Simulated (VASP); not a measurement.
# Sn (P6/mmm) in VASP: notebook

Runs on Sn. Level: PBE. Tasks: relaxation of shape and atoms at fixed volume, relaxation of cell and atoms.

Program: VASP 6.6.1. These are calculated values, not measurements. Logs are shortened: lines on timing, memory, paths and dates and some standing lists are left out, and cuts for length are marked.

**1. The cell of the first run**

Symmetry: P6/mmm, No. 191, hexagonal system. The conventional cell has a = 5.296 Å, b = 5.296 Å, c = 3.272 Å, α = 90.00°, β = 90.00°, γ = 120.00°. Sn (site symmetry 6/mmm) has 14 Sn at 3.27 to 3.47 Å within 4.3 Å. Within 4.0 Å of Sn (site symmetry -6m2) lie 11 Sn at 3.06 to 3.47 Å.

**2. Relaxation of shape and atoms at fixed volume, PBE**

File INCAR:

```
ALGO = Normal
EDIFF = 1E-7
EDIFFG = -0.005
ENCUT = 600
GGA = PE
IBRION = 2
ISIF = 4
ISMEAR = -1
LASPH = True
LCHARG = False
LREAL = False
LWAVE = False
NELM = 80
NSW = 50
PREC = Accurate
SIGMA = 0.1
```

File KPOINTS:

```
k-points
0
Gamma
  7 7 9
```

File POSCAR:

```
Sn
1.0
    5.2961725480      0.0000000000      0.0000000000
   -2.6480862740      4.5866199694      0.0000000000
    0.0000000000      0.0000000000      3.2718130253
Sn
3
Direct
    0.0000000000      0.0000000000      0.0000000000
    0.3333333333      0.6666666667      0.5000000000
    0.6666666667      0.3333333333      0.5000000000
```

Potentials or basis: VASP PAW PBE potentials, release 64 (Sn_d).

Command:

```
$ cat potpaw_PBE.64/Sn_d/POTCAR > POTCAR
$ mpirun -np 1 vasp_std > vasp.out
```

OUTCAR:

```text
EDIFF = 1E-7
   EDIFFG = -0.005
   ENCUT = 600
   GGA = PE
   IBRION = 2
   ISIF = 4
   ISMEAR = -1
   LASPH = True
   LREAL = False
   NELM = 80
   NSW = 50
   PREC = Accurate

 ion  position               nearest neighbor table
   1  0.000  0.000  0.000-   2 3.47   3 3.47   2 3.47   3 3.47   3 3.47   3 3.47   2 3.47   2 3.47
                             3 3.47   3 3.47   2 3.47   2 3.47
   2  0.333  0.667  0.500-   3 3.06   3 3.06   3 3.06   1 3.47   1 3.47   1 3.47   1 3.47   1 3.47
                             1 3.47
   3  0.667  0.333  0.500-   2 3.06   2 3.06   2 3.06   1 3.47   1 3.47   1 3.47   1 3.47   1 3.47
                             1 3.47

  LATTYP: Found a hexagonal cell.
 ALAT       =     5.2961725480
 C/A-ratio  =     0.6177693411

  Lattice vectors:

 A1 = (   5.2961725480,   0.0000000000,   0.0000000000)
 A2 = (  -2.6480862740,   4.5866199694,   0.0000000000)
 A3 = (   0.0000000000,   0.0000000000,   3.2718130253)

Analysis of symmetry for initial positions (statically):
=====================================================================
 Subroutine PRICEL returns:
 Original cell was already a primitive cell.

 Routine SETGRP: Setting up the symmetry group for a
 hexagonal supercell.

 Subroutine GETGRP returns: Found 24 space group operations
 (whereof 24 operations were pure point group operations)
 out of a pool of 24 trial point group operations.

The static configuration has the point symmetry D_6h.

Analysis of symmetry for dynamics (positions and initial velocities):
=====================================================================
 Subroutine PRICEL returns:
 Original cell was already a primitive cell.

 Routine SETGRP: Setting up the symmetry group for a
 hexagonal supercell.

 Subroutine GETGRP returns: Found 24 space group operations
 (whereof 24 operations were pure point group operations)
 out of a pool of 24 trial point group operations.

The dynamic configuration has the point symmetry D_6h.

 Subroutine INISYM returns: Found 24 space group operations
 (whereof 24 operations are pure point group operations),
 and found     1 'primitive' translations

----------------------------------------------------------------------------------------

                                     Primitive cell

  volume of cell :      79.4773

  direct lattice vectors                    reciprocal lattice vectors
     5.296172548  0.000000000  0.000000000     0.188815600  0.109012738  0.000000000
    -2.648086274  4.586619969  0.000000000     0.000000000  0.218025476  0.000000000
     0.000000000  0.000000000  3.271813025     0.000000000  0.000000000  0.305640937

  length of vectors
     5.296172548  5.296172548  3.271813025     0.218025476  0.218025476  0.305640937

  position of ions in fractional coordinates (direct lattice)
     0.000000000  0.000000000  0.000000000
     0.333333333  0.666666667  0.500000000
     0.666666667  0.333333333  0.500000000

  ion indices of the primitive-cell ions
   primitive index   ion index
                 1           1
                 2           2
                 3           3

----------------------------------------------------------------------------------------

 KPOINTS: k-points

Automatic generation of k-mesh.
 Grid dimensions read from file:
 generate k-points for:    7    7    9

 Generating k-lattice:

  Cartesian coordinates                     Fractional coordinates (reciprocal lattice)
     0.026973657  0.015573248  0.000000000     0.142857143  0.000000000  0.000000000
     0.000000000  0.031146497  0.000000000     0.000000000  0.142857143  0.000000000
     0.000000000  0.000000000  0.033960104     0.000000000  0.000000000  0.111111111

  Length of vectors
     0.031146497  0.031146497  0.033960104

  Shift w.r.t. Gamma in fractional coordinates (k-lattice)
     0.000000000  0.000000000  0.000000000

 Subroutine IBZKPT returns following result:
 ===========================================

 Found     40 irreducible k-points:

 Following reciprocal coordinates:
            Coordinates               Weight
  0.000000  0.000000  0.000000      1.000000
  0.142857  0.000000  0.000000      6.000000
  0.285714  0.000000  0.000000      6.000000
  0.428571  0.000000  0.000000      6.000000
  0.142857  0.142857  0.000000      6.000000
  0.285714  0.142857  0.000000     12.000000
[... 16 lines left out ...]
  0.428571  0.142857  0.222222     12.000000
  0.285714  0.285714  0.222222     12.000000
 [... further k-points ...]
   k-points           NKPTS =     40   k-points in BZ     NKDIM =     40   number of bands    NBANDS=     25
   number of dos      NEDOS =    301   number of ions     NIONS =      3
   total plane-waves  NPLWV =  49392
   dimension x,y,z NGX =    42 NGY =   42 NGZ =   28
   dimension x,y,z NGXF=    84 NGYF=   84 NGZF=   56
   ions per type =               3
   NGX,Y,Z   is equivalent  to a cutoff of  13.18, 13.18, 14.23 a.u.
   NGXF,Y,Z  is equivalent  to a cutoff of  26.37, 26.37, 28.45 a.u.
 SYSTEM =  unknown system
   PREC   = accura    normal or accurate (medium, high low for compatibility)
   ISTART =      0    job   : 0-new  1-cont  2-samecut
   ICHARG =      2    charge: 1-file 2-atom 10-const
   ISPIN  =      1    spin polarized calculation?
   LNONCOLLINEAR =      F non collinear calculations
   LSORBIT =      F    spin-orbit coupling
   LASPH  =      T    aspherical Exc in radial PAW
   ENCUT  =  600.0 eV  44.10 Ry    6.64 a.u.  10.58 10.58  6.53*2*pi/ulx,y,z
   NELM   =     80;   NELMIN=  2; NELMDL= -5     # of ELM steps
   EDIFF  = 0.1E-06   stopping-criterion for ELM
   LREAL  =      F    real-space projection
   EDIFFG = -.5E-02   stopping-criterion for IOM
   NSW    =     50    number of steps for IOM
   IBRION =      2    ionic relax: 0-MD 1-quasi-New 2-CG
   NFREE  =      1    steps in history (QN), initial steepest desc. (CG)
   ISIF   =      4    stress and relaxation
   ISYM   =      2    0-nonsym 1-usesym 2-fastsym
   POTIM  = 0.5000    time-step for ionic-motion
   TEBEG  =    0.0;   TEEND  =   0.0 temperature during run
   PSTRESS=    0.0 pullay stress
   NELECT =      42.0000    total number of electrons
   NUPDOWN=      -1.0000    fix difference up-down
   EMIN   =  10.00;   EMAX   =-10.00  energy-range for DOS
   EFERMI =   0.00;   METHOD = LEGACY
   ISMEAR =    -1;   SIGMA  =   0.10  broadening in eV -4-tet -1-fermi 0-gaus
   EFERMI_NEDOS =   21; number of points for ismear=-14 and -15
   IALGO  =     38    algorithm
   IMIX   =      4    mixing-type and parameters
     AMIX     =   0.40;   BMIX     =  1.00
     AMIX_MAG =   1.60;   BMIX_MAG =  1.00
  volume/ion in A,a.u.               =      26.49       178.78
  Fermi-wavevector in a.u.,A,eV,Ry     =   1.323560  2.501165 23.834819  1.751810
  Thomas-Fermi vector in A             =   2.453159
   LORBIT       =      0    0 simple, 1 ext, 2 COOP (PROOUT), +10 PAW based schemes
   GGA     = PE    functional components
   LHFCALC =     F    Hartree Fock is set to
   AEXX    =    0.0000 exact exchange contribution
   IVDW    =     0    specifies the selected vdW correction
   LEPSILON=     F    determine dielectric tensor
   LRPA    =     F    only Hartree local field effects (RPA)
 conjugate gradient relaxation of ions
 non-spin polarized calculation
  energy-cutoff  :      600.00
  volume of cell :       79.48
 maximum number of plane-waves:      2701
   NGX = 21   NGY = 21   NGZ = 13

--------------------------------------- Ionic step        1  -------------------------------------------

 number of electron      41.9999997 magnetization

 Free energy of the ion-electron system (eV)
  ---------------------------------------------------
  ext. energy  EPLUGINS =         0.00000000
  ---------------------------------------------------
  free energy    TOTEN  =       -11.30082302 eV

  energy without entropy =      -11.24945463  energy(sigma->0) =      -11.27513882

------------------------ aborting loop because EDIFF is reached ----------------------------------------

  FORCE on cell =-STRESS in cart. coord.  units (eV):
  Direction    XX          YY          ZZ          XY          YZ          ZX
  --------------------------------------------------------------------------------------
  -------------------------------------------------------------------------------------
  Total        1.4408510      1.4408510      1.2096683      0.0000000     -0.0000000     -0.0000000
  in kB       29.0459971     29.0459971     24.3856041      0.0000000     -0.0000000     -0.0000000
  external PRESSURE =      27.4925328 kB  Pullay stress =       0.0000000 kB

 VOLUME and BASIS-vectors are now :
 -----------------------------------------------------------------------------
  energy-cutoff  :      600.00
  volume of cell :       79.48
      direct lattice vectors                 reciprocal lattice vectors
     5.296172548  0.000000000  0.000000000     0.188815600  0.109012738  0.000000000
    -2.648086274  4.586619969  0.000000000     0.000000000  0.218025476  0.000000000
     0.000000000  0.000000000  3.271813025     0.000000000  0.000000000  0.305640937
[... 38 lines left out ...]
 POSITION                                       TOTAL-FORCE (eV/Angst)
 -----------------------------------------------------------------------------------
      0.00000      0.00000     -0.00000        -0.000000     -0.000000      0.000000
     -0.00000      3.06154      1.63185        -0.000000     -0.000000     -0.000000
      2.65137      1.53077      1.63185         0.000000      0.000000      0.000000
 -----------------------------------------------------------------------------------
    total drift:                                0.000000      0.000000     -0.000000

  FREE ENERGIE OF THE ION-ELECTRON SYSTEM (eV)
  ---------------------------------------------------
  free  energy   TOTEN  =       -11.3011979036 eV

  energy  without entropy=      -11.2487657608  energy(sigma->0) =      -11.27498183

--------------------------------------- Ionic step        3  -------------------------------------------

 number of electron      41.9999991 magnetization

 Free energy of the ion-electron system (eV)
  ---------------------------------------------------
  ext. energy  EPLUGINS =         0.00000000
  ---------------------------------------------------
  free energy    TOTEN  =       -11.30123849 eV

  energy without entropy =      -11.24831855  energy(sigma->0) =      -11.27477852

 E-fermi :   8.4816     XC(G=0): -10.4793

 val. band max:        8.4731996331   @ k =   0.0000   0.0000   0.4444
 cond. band min:       8.5065777642   @ k =   0.4286   0.1429   0.2222
 fundamental gap:      0.0333781311
 Fermi energy:         8.4815898735

 k-point     1 :       0.0000    0.0000    0.0000
  band No.  band energies     occupation
      1     -13.3071      2.00000
      2     -13.2286      2.00000
      3     -13.2286      2.00000
      4     -13.1816      2.00000
      5     -13.1770      2.00000
      6     -13.1769      2.00000
[... 17 lines left out ...]
     24      14.8374      0.00000
     25      16.5458      0.00000
[... 621 lines left out ...]
      3     -13.2229      2.00000
      4     -13.2087      2.00000
      5     -13.2078      2.00000
      6     -13.1703      2.00000
[... 17 lines left out ...]
     24      10.3379      0.00000
     25      13.3939      0.00000

 [... further k-points ...]

------------------------ aborting loop because EDIFF is reached ----------------------------------------

  FORCE on cell =-STRESS in cart. coord.  units (eV):
  Direction    XX          YY          ZZ          XY          YZ          ZX
  --------------------------------------------------------------------------------------
  -------------------------------------------------------------------------------------
  Total        1.3509377      1.3509377      1.3484238      0.0000000     -0.0000000      0.0000000
  in kB       27.2334427     27.2334427     27.1827649      0.0000000     -0.0000000      0.0000000
  external PRESSURE =      27.2165501 kB  Pullay stress =       0.0000000 kB

 VOLUME and BASIS-vectors are now :
 -----------------------------------------------------------------------------
  energy-cutoff  :      600.00
  volume of cell :       79.48
      direct lattice vectors                 reciprocal lattice vectors
     5.305565497  0.000000000 -0.000000000     0.188481322  0.108819742  0.000000000
    -2.652782748  4.594754501 -0.000000000     0.000000000  0.217639484  0.000000000
    -0.000000000 -0.000000000  3.260238475     0.000000000  0.000000000  0.306726029

 POSITION                                       TOTAL-FORCE (eV/Angst)
 -----------------------------------------------------------------------------------
      0.00000     -0.00000     -0.00000        -0.000000     -0.000000      0.000000
     -0.00000      3.06317      1.63012         0.000000     -0.000000      0.000000
      2.65278      1.53158      1.63012        -0.000000      0.000000      0.000000
 -----------------------------------------------------------------------------------
    total drift:                                0.000000      0.000000     -0.000000

  FREE ENERGIE OF THE ION-ELECTRON SYSTEM (eV)
  ---------------------------------------------------
  free  energy   TOTEN  =       -11.3012384875 eV

  energy  without entropy=      -11.2483185550  energy(sigma->0) =      -11.27477852

 reached required accuracy - stopping structural energy minimisation
```

Run time: 5.2 min. Hardware: 1 thread of AMD EPYC 7R13, shared host; peak memory 0.22 GiB.

Results:

| Property | Result |
| --- | --- |
| Free energy | -11.3012 eV |
| Energy gained by relaxing | 0.1 meV/atom |
| Ionic steps | 3 |
| Pressure after relaxing | 2.7 GPa |
| Band gap on the k mesh | zero (band 21 reaches 10.50 eV, above the bottom of band 22 at 5.91 eV) |

The path:
```
step  energy change (eV)  largest force (eV/Å)  pressure (GPa)  volume (Å³)
   1              0.0000                0.0000            2.75        79.48
   2             -0.0004                0.0000            2.73        79.48
   3             -0.0004                0.0000            2.72        79.48
```

Final structure:
```xyz
3
Lattice="5.3056 0.0000 0.0000 -2.6528 4.5948 0.0000 0.0000 0.0000 3.2602" Properties=species:S:1:pos:R:3 pbc="T T T"
Sn    0.0000    0.0000    0.0000
Sn    0.0000    3.0632    1.6301
Sn    2.6528    1.5316    1.6301
```

Caveat: spin-orbit coupling is left out, which moves the levels of the heavy elements.

**3. Relaxation of cell and atoms, PBE**

This run uses another cell than the first one, of 28.00 Å³/atom, 1.057 times its volume.

File INCAR:

```
SYSTEM = Sn
PREC = Accurate ; ENCUT = 600
EDIFF = 1E-7 ; ISMEAR = -1
SIGMA = 0.1 ; LREAL = .False.
LASPH = .True. ; NELM = 80
ALGO = Normal ; ISIF = 3
LWAVE = .False. ; LCHARG = .False.
GGA = PE ; IBRION = 2
NSW = 60 ; EDIFFG = -0.005
```

File KPOINTS:

```
Automatic mesh
0
Gamma
  7 7 9
  0 0 0
```

File POSCAR:

```
Sn
1.0
    5.3883068740      0.0000000000      0.0000000000
   -2.6941534370      4.6664106362      0.0000000000
    0.0000000000      0.0000000000      3.3407502618
Sn
3
Direct
    0.0000000000      0.0000000000      0.0000000000
    0.3333333333      0.6666666667      0.5000000000
    0.6666666667      0.3333333333      0.5000000000
```

Potentials or basis: VASP PAW PBE potentials, release 64 (Sn_d).

Command:

```
$ cat potpaw_PBE.64/Sn_d/POTCAR > POTCAR
$ mpirun -np 1 vasp_std > vasp.out
```

Run time: 8.4 min. Hardware: 1 thread of AMD EPYC 7R13, shared host; peak memory 0.26 GiB.

Results (log left out):

```
Free energy                            : -11.3356 eV
Relaxed volume                         : 27.88 Å³/atom
Relaxed cell                           : a = 5.388 Å, b = 5.388 Å, c = 3.327 Å, α = 90.00°, β = 90.00°, γ = 120.00°
Space group after relaxing (to 0.05 Å) : P6/mmm (No. 191)
Energy gained by relaxing              : 0.1 meV/atom
Ionic steps                            : 4
Pressure after relaxing                : 0.0 GPa
Band gap on the k mesh                 : zero (band 21 reaches 9.86 eV, above the bottom of band 22 at 5.47 eV)
```

Step by step:
```tsv
step	energy change (eV)	largest force (eV/Å)	pressure (GPa)	volume (Å³)
1	0.0000	0.0000	-0.17	84.00
2	-0.0003	0.0000	0.02	83.65
3	-0.0003	0.0000	0.05	83.60
4	-0.0004	0.0000	0.00	83.65
```

Final structure:
```
CELL_PARAMETERS angstrom
5.38843 0.00000 0.00000
-2.69421 4.66652 0.00000
0.00000 0.00000 3.32684
ATOMIC_POSITIONS crystal
Sn 0.00000 0.00000 0.00000
Sn 0.33333 0.66667 0.50000
Sn 0.66667 0.33333 0.50000
```

Levels at points of the mesh, in eV from the Fermi level:
| k point | band 18 | band 19 | band 20 | band 21 | band 22 | band 23 | band 24 | band 25 |
| --- | --- | --- | --- | --- | --- | --- | --- | --- |
| (0.00, 0.00, 0.00) | -5.21 | -2.53 | -2.53 | -2.39 | -2.39 | 2.62 | 6.14 | 7.53 |

Caveat: spin-orbit coupling is left out, which moves the levels of the heavy elements.
